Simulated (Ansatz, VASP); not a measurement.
**Ti in VASP and in Ansatz**

File INCAR:

```
SYSTEM = Ti
PREC = Accurate ; ENCUT = 520
EDIFF = 1E-7 ; ISMEAR = 0
SIGMA = 0.1 ; LREAL = .FALSE.
LASPH = .TRUE. ; NELM = 80
ALGO = Normal ; ISIF = 2
LWAVE = .FALSE. ; LCHARG = .FALSE.
GGA = PE ; NBANDS = 25
```

Contents of KPOINTS:

```
regular mesh
0
G
  9 9 14
  0 0 0
```

The input POSCAR:

```
Ti
1.0
    4.5105110140      0.0000000000      0.0000000000
   -2.2552555070      3.9062171221      0.0000000000
    0.0000000000      0.0000000000      2.8334511929
Ti
3
Direct
    0.0000000000      0.0000000000     -0.0750579264
    0.3333333333      0.6666666667      0.5375289632
    0.6666666667      0.3333333333      0.5375289632
```

Input for Ansatz:

```yaml
crystal:
  lattice:
    - [4.510511014, 0.0, 0.0]
    - [-2.255255507, 3.9062171221, 0.0]
    - [0.0, 0.0, 2.8334511929]
  atoms:
    - { symbol: Ti, position: [0.0, 0.0, -0.0750579264] }
    - { symbol: Ti, position: [0.3333333333, 0.6666666667, 0.5375289632] }
    - { symbol: Ti, position: [0.6666666667, 0.3333333333, 0.5375289632] }
basis:
  ecutwfc: 420
kpoints:
  mp_grid: { grid: [9, 9, 14] }
hamiltonian:
  xc: pbe
scf:
  occupations: { method: gaussian, width: 0.1 }
output:
  forces: true
  stress: true
  eigenvalues: true
  populations: true
```

Alike in both runs: task single point; functional PBE; k mesh 9 × 9 × 14; occupations gaussian, width 0.1 eV; no spin polarisation.

```csv
,VASP,Ansatz
version,VASP 6.6.1,Ansatz 0.2.0
potentials or method,"VASP PAW PBE potentials, release 64 (Ti_sv), cutoff 520 eV","scalar-relativistic, plane waves, PAW"
valence electrons in the cell,36,36
```

|  | VASP | Ansatz | Ansatz less VASP |
| --- | --- | --- | --- |
| gap on the k mesh at the Fermi level (eV) | none | none | - |
| pressure (GPa) | 4.4 | 4.7 | +0.30 |
| traceless stress, the component that is largest in VASP (GPa) | -2.27 | -2.29 | -0.024 |
| rms of the force components (eV/Å) | 0.675 | 0.681 | +0.0052 |

Atom by atom the forces differ by 0.005 eV/Å (rms over components). A gap of «none» marks a metal or a gap that the smearing closes. With one functional, cell and mesh, what is left measures potentials, basis and numerics.
